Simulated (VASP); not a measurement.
Input of a VASP 6.6.1 run:

Contents of INCAR:

```
  ALGO = Normal
  EDIFF = 1E-7
  ENCUT = 520
  GGA = PE
  ISIF = 2
  ISMEAR = -1
  LASPH = T
  LCHARG = T
  LELF = T
  LREAL = F
  LVHAR = T
  LWAVE = F
  NBANDS = 22
  NELM = 80
  PREC = Accurate
  SIGMA = 0.1
```

Contents of KPOINTS:

```
k-points
0
Gamma
  11 11 15
```

File POSCAR:

```
Pd
1.0
    4.4434295558      0.0000000000      0.0000000000
   -2.2217147779      3.8481228752      0.0000000000
    0.0000000000      0.0000000000      2.6439339183
Pd
3
Direct
    0.0000000000      0.0000000000      0.0000000000
    0.3333333333      0.6666666667      0.5000000000
    0.6666666667      0.3333333333      0.5000000000
```

Potentials or basis: VASP PAW PBE potentials, release 64 (Pd).

Launch:

```console
$ cat potpaw_PBE.64/Pd/POTCAR > POTCAR
$ mpirun -np 1 vasp_std > vasp.out
```

(1) What does it give for the pressure?

(2) Predict the band gap on the k mesh.

## Answers

(1) 6.9 GPa.

(2) zero (bands 15 and 16 overlap by 0.89 eV).

Caveat: the cell stands under pressure.
